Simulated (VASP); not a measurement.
# Cu (I4/mmm) in VASP: a series of runs, part 2 of 2

VASP 6.6.1.

**4. Single point, PBEsol (strain +0.000 along x and y, +0.050 along z)**

Contents of INCAR:

```
PREC     = Accurate       # precision mode
ENCUT    = 520            # plane-wave cutoff, eV
EDIFF    = 1E-6           # SCF threshold, eV
ISMEAR   = 0              # smearing method
SIGMA    = 0.15           # smearing width, eV
LREAL    = False          # projectors in reciprocal space
LASPH    = True           # aspherical terms in the spheres
NELM     = 100            # most SCF steps
ALGO     = Fast           # electronic algorithm
ISIF     = 2              # what is computed and relaxed
LWAVE    = False          # write WAVECAR
LCHARG   = False          # write CHGCAR
GGA      = PS             # functional
NBANDS   = 12             # bands
```

Contents of KPOINTS:

```
regular mesh
0
Gamma
  28 28 28
```

Contents of POSCAR:

```
Cu
1.0
    0.0000000000      1.7816860088      1.8707703092
    1.7816860088      0.0000000000      1.8707703092
    1.7816860088      1.7816860088      0.0000000000
Cu
1
Direct
    0.0000000000      0.0000000000      0.0000000000
```

Potentials or basis: VASP PAW PBE potentials, release 64 (Cu).

The run is started by

```sh
cat potpaw_PBE.64/Cu/POTCAR > POTCAR
mpirun -np 1 vasp_std > vasp.out
```

OUTCAR:

```text
PREC = Accurate
   ENCUT = 520
   EDIFF = 1E-6
   ISMEAR = 0
   LREAL = False
   LASPH = True
   NELM = 100
   ISIF = 2
   GGA = PS

 ion  position               nearest neighbor table
   1  0.000  0.000  0.000-

  LATTYP: Found a body centered tetragonal cell.
 ALAT       =     2.5196845175
 C/A-ratio  =     1.4849242405

  Lattice vectors:

 A1 = (  -1.7816860088,   0.0000000000,   1.8707703092)
 A2 = (   1.7816860088,   0.0000000000,   1.8707703092)
 A3 = (   0.0000000000,   1.7816860088,  -1.8707703092)

Analysis of symmetry for initial positions (statically):
=====================================================================
 Subroutine PRICEL returns:
 Original cell was already a primitive cell.

 Routine SETGRP: Setting up the symmetry group for a
 body centered tetragonal supercell.

 Subroutine GETGRP returns: Found 16 space group operations
 (whereof 16 operations were pure point group operations)
 out of a pool of 16 trial point group operations.

The static configuration has the point symmetry D_4h.

[... 166 lines left out ...]
 k-point     1 :       0.0000    0.0000    0.0000
  band No.  band energies     occupation
      1      -2.0144      2.00000
      2       4.1609      2.00000
      3       4.4060      2.00000
      4       4.4060      2.00000
      5       5.0161      2.00000
      6       5.2602      2.00000
      7      29.9135      0.00000
      8      32.3563      0.00000
      9      32.5159      0.00000
     10      32.5159      0.00000
     11      34.9036      0.00000
     12      34.9046      0.00000
[... 331 lines left out ...]
 k-point    24 :       0.3214    0.0357    0.0000
  band No.  band energies     occupation
      1       1.0243      2.00000
      2       4.1395      2.00000
      3       4.3017      2.00000
      4       4.5635      2.00000
      5       5.3489      2.00000
      6       5.4324      2.00000
      7      17.0344      0.00000
      8      28.7854      0.00000
      9      29.0731      0.00000
     10      29.9580      0.00000
     11      32.6172      0.00000
     12      36.3260      0.00000

 [... further k-points ...]

------------------------ aborting loop because EDIFF is reached ----------------------------------------

  FORCE on cell =-STRESS in cart. coord.  units (eV):
  Direction    XX          YY          ZZ          XY          YZ          ZX
  --------------------------------------------------------------------------------------
  -------------------------------------------------------------------------------------
  Total       -0.4037396     -0.4037396     -0.6492822      0.0000000      0.0000000      0.0000000
  in kB      -54.4626963    -54.4626963    -87.5853104      0.0000000      0.0000000      0.0000000
  external PRESSURE =     -65.5035677 kB  Pullay stress =       0.0000000 kB

 VOLUME and BASIS-vectors are now :
 -----------------------------------------------------------------------------
  energy-cutoff  :      520.00
  volume of cell :       11.88
      direct lattice vectors                 reciprocal lattice vectors
     0.000000000  1.781686009  1.870770309    -0.280633062  0.280633062  0.267269583
     1.781686009  0.000000000  1.870770309     0.280633062 -0.280633062  0.267269583
     1.781686009  1.781686009  0.000000000     0.280633062  0.280633062 -0.267269583

 POSITION                                       TOTAL-FORCE (eV/Angst)
 -----------------------------------------------------------------------------------
      0.00000      0.00000      0.00000         0.000000      0.000000      0.000000
 -----------------------------------------------------------------------------------
    total drift:                                0.000000      0.000000      0.000000

  FREE ENERGIE OF THE ION-ELECTRON SYSTEM (eV)
  ---------------------------------------------------
  free  energy   TOTEN  =        -4.2960589931 eV

  energy  without entropy=       -4.2927773094  energy(sigma->0) =       -4.29441815
```

OSZICAR:

```text
N       E                     dE             d eps       ncg     rms          rms(c)
DAV:   1     0.417615130720E+02    0.41762E+02   -0.53767E+03 43728   0.153E+03
DAV:   2    -0.403735073173E+01   -0.45799E+02   -0.42190E+02 40512   0.203E+02
DAV:   3    -0.536780464496E+01   -0.13305E+01   -0.13188E+01 46060   0.398E+01
DAV:   4    -0.537607158844E+01   -0.82669E-02   -0.82657E-02 44508   0.276E+00
DAV:   5    -0.537614671711E+01   -0.75129E-04   -0.75128E-04 46672   0.268E-01    0.837E+00
RMM:   6    -0.473474232441E+01    0.64140E+00   -0.38590E+00 49211   0.365E+01    0.493E+00
RMM:   7    -0.430954596799E+01    0.42520E+00   -0.58449E-01 48861   0.138E+01    0.984E-01
RMM:   8    -0.429725951614E+01    0.12286E-01   -0.13415E-02 50540   0.138E+00    0.244E-01
RMM:   9    -0.429602025832E+01    0.12393E-02   -0.27809E-03 51868   0.952E-01    0.264E-02
RMM:  10    -0.429604975037E+01   -0.29492E-04   -0.47399E-04 50975   0.308E-01    0.166E-02
RMM:  11    -0.429605926937E+01   -0.95190E-05   -0.97061E-05 52900   0.112E-01    0.135E-02
RMM:  12    -0.429605863278E+01    0.63659E-06   -0.11292E-05 52689   0.434E-02    0.220E-03
RMM:  13    -0.429605899312E+01   -0.36034E-06   -0.30346E-06 37429   0.181E-02
   1 F= -.42960590E+01 E0= -.42944182E+01  d E =-.328168E-02
```

stdout:

```text
POSCAR found type information on POSCAR Cu
 POSCAR found :  1 types and       1 ions
 scaLAPACK will be used
 -----------------------------------------------------------------------------
|                                                                             |
|                                                                             |
|     You enforced a specific xc type in the INCAR file but a different       |
|     I HOPE YOU KNOW WHAT YOU ARE DOING!                                     |
|                                                                             |
 -----------------------------------------------------------------------------

 LDA part: xc-table for (Slater+PW92), standard interpolation
 POSCAR, INCAR and KPOINTS ok, starting setup
 FFT: planning ... GRIDC
 FFT: planning ... GRID_SOFT
 FFT: planning ... GRID
 WAVECAR not read
 entering main loop
WARNING in EDDRMM: call to ZHEGV failed, returncode =   8  4     10
WARNING in EDDRMM: call to ZHEGV failed, returncode =   6  3      9
WARNING in EDDRMM: call to ZHEGV failed, returncode =   6  3     10
WARNING in EDDRMM: call to ZHEGV failed, returncode =   6  3     11
WARNING in EDDRMM: call to ZHEGV failed, returncode =   6  3     11
```

Run time: 2.2 min. Hardware: 1 thread of Intel Xeon Platinum 8488C (Sapphire Rapids), shared host; peak memory 0.33 GiB.

Results:

| Property | Result |
| --- | --- |
| Free energy | -4.2961 eV |
| Pressure | -6.6 GPa |

Caveat: the cell differs from its parent crystal (strain +0.000 along x and y, +0.050 along z); the PAW data sets were made with another functional, which shifts forces and pressure a little.

**5. Single point, PBEsol (strain +0.025 along x and y, +0.000 along z)**

Contents of INCAR:

```
  PREC = Accurate
  ENCUT = 520
  EDIFF = 1E-6
  ISMEAR = 0
  SIGMA = 0.15
  LREAL = F
  LASPH = T
  NELM = 80
  ALGO = Fast
  ISIF = 2
  LWAVE = F
  LCHARG = F
  GGA = PS
  NBANDS = 12
```

Contents of KPOINTS:

```
Automatic mesh
0
Gamma
  28 28 28
```

Contents of POSCAR:

```
Cu
1.0
    0.0000000000      1.8262281590      1.7816860088
    1.8262281590      0.0000000000      1.7816860088
    1.8262281590      1.8262281590      0.0000000000
Cu
1
Direct
    0.0000000000      0.0000000000      0.0000000000
```

Potentials or basis: VASP PAW PBE potentials, release 64 (Cu).

The run is started by

```sh
cat potpaw_PBE.64/Cu/POTCAR > POTCAR
mpirun -np 1 vasp_std > vasp.out
```

OUTCAR:

```text
PREC = Accurate
   ENCUT = 520
   EDIFF = 1E-6
   ISMEAR = 0
   LREAL = F
   LASPH = T
   NELM = 80
   ISIF = 2
   GGA = PS

 ion  position               nearest neighbor table
   1  0.000  0.000  0.000-

  LATTYP: Found a body centered tetragonal cell.
 ALAT       =     2.5826766304
 C/A-ratio  =     1.3797205487

  Lattice vectors:

 A1 = (   0.0000000000,  -1.8262281590,  -1.7816860088)
 A2 = (   0.0000000000,   1.8262281590,  -1.7816860088)
 A3 = (   1.8262281590,   0.0000000000,   1.7816860088)

[... 538 lines left out ...]
     12      34.8542      0.00000

 [... further k-points ...]

------------------------ aborting loop because EDIFF is reached ----------------------------------------

  FORCE on cell =-STRESS in cart. coord.  units (eV):
  Direction    XX          YY          ZZ          XY          YZ          ZX
  --------------------------------------------------------------------------------------
  -------------------------------------------------------------------------------------
  Total       -0.5273097     -0.5273097     -0.4320694      0.0000000      0.0000000      0.0000000
  in kB      -71.0894469    -71.0894469    -58.2495829      0.0000000      0.0000000      0.0000000
  external PRESSURE =     -66.8094922 kB  Pullay stress =       0.0000000 kB

 VOLUME and BASIS-vectors are now :
 -----------------------------------------------------------------------------
  energy-cutoff  :      520.00
  volume of cell :       11.88
      direct lattice vectors                 reciprocal lattice vectors
     0.000000000  1.826228159  1.781686009    -0.273788353  0.273788353  0.280633062
     1.826228159  0.000000000  1.781686009     0.273788353 -0.273788353  0.280633062
     1.826228159  1.826228159  0.000000000     0.273788353  0.273788353 -0.280633062

 POSITION                                       TOTAL-FORCE (eV/Angst)
 -----------------------------------------------------------------------------------
      0.00000      0.00000      0.00000        -0.000000      0.000000     -0.000000
 -----------------------------------------------------------------------------------
    total drift:                                0.000000      0.000000      0.000000

  FREE ENERGIE OF THE ION-ELECTRON SYSTEM (eV)
  ---------------------------------------------------
  free  energy   TOTEN  =        -4.2987764198 eV

  energy  without entropy=       -4.2957427096  energy(sigma->0) =       -4.29725956
```

stdout:

```text
POSCAR found type information on POSCAR Cu
 POSCAR found :  1 types and       1 ions
 scaLAPACK will be used
 -----------------------------------------------------------------------------
|                                                                             |
|                                                                             |
|     You enforced a specific xc type in the INCAR file but a different       |
|     I HOPE YOU KNOW WHAT YOU ARE DOING!                                     |
|                                                                             |
 -----------------------------------------------------------------------------

 LDA part: xc-table for (Slater+PW92), standard interpolation
 POSCAR, INCAR and KPOINTS ok, starting setup
 FFT: planning ... GRIDC
 FFT: planning ... GRID_SOFT
 FFT: planning ... GRID
 WAVECAR not read
 entering main loop
WARNING in EDDRMM: call to ZHEGV failed, returncode =   6  3      8
WARNING in EDDRMM: call to ZHEGV failed, returncode =   6  3      9
```

It took 2.3 min on 1 thread of Intel Xeon Platinum 8488C (Sapphire Rapids), shared host; peak memory 0.33 GiB.

Results:

```
Free energy : -4.2988 eV
Pressure    : -6.7 GPa
```

Levels at points of the mesh, in eV from the Fermi level:
```
           k point  band 4  band 5  band 6  band 7  band 8  band 9
(0.00, 0.00, 0.00)   -2.94   -2.25   -2.13   22.54   25.07   25.07
(0.50, 0.00, 0.00)   -1.65   -1.61   -1.03    3.70   20.85   21.51
(0.50, 0.50, 0.00)   -1.48   -1.48    1.81    7.48   12.59   12.59
(0.50, 0.00, 0.50)   -1.53   -1.46    1.28    6.83   13.16   13.20
```

Caveat: the cell differs from its parent crystal (strain +0.025 along x and y, +0.000 along z); the PAW data sets were made with another functional, which shifts forces and pressure a little.

**6. Overview**

```tsv
cell	further INCAR settings	gap on the mesh (eV)	pressure (GPa)
a = 2.553, b = 2.553, c = 2.457 Å, angles 61.2, 61.2, 57.5°, 1 atom	ALGO = Fast; EDIFF = 1e-06; NBANDS = 12	none	1.3
a = 2.551, b = 2.551, c = 2.520 Å, angles 60.4, 60.4, 59.2°, 1 atom	ALGO = Fast; EDIFF = 1e-07; NBANDS = 12	none	-3.1
a = 2.583, b = 2.583, c = 2.520 Å, angles 60.8, 60.8, 58.4°, 1 atom	ALGO = Fast; EDIFF = 1e-06; NBANDS = 12	none	-6.6
a = 2.551, b = 2.551, c = 2.583 Å, angles 59.6, 59.6, 60.8°, 1 atom	ALGO = Fast; EDIFF = 1e-06; NBANDS = 12	none	-6.7
```

Alike in all rows: task single point; level PBEsol; potentials or basis VASP PAW PBE potentials, release 64 (Cu); no spin polarisation; k mesh 28 × 28 × 28; cutoff (eV) 520; smearing gaussian 0.15 eV.

Caveats: the PAW data sets were made with another functional, which shifts forces and pressure a little.

Absolute energies hang on the potentials; compare differences alone.
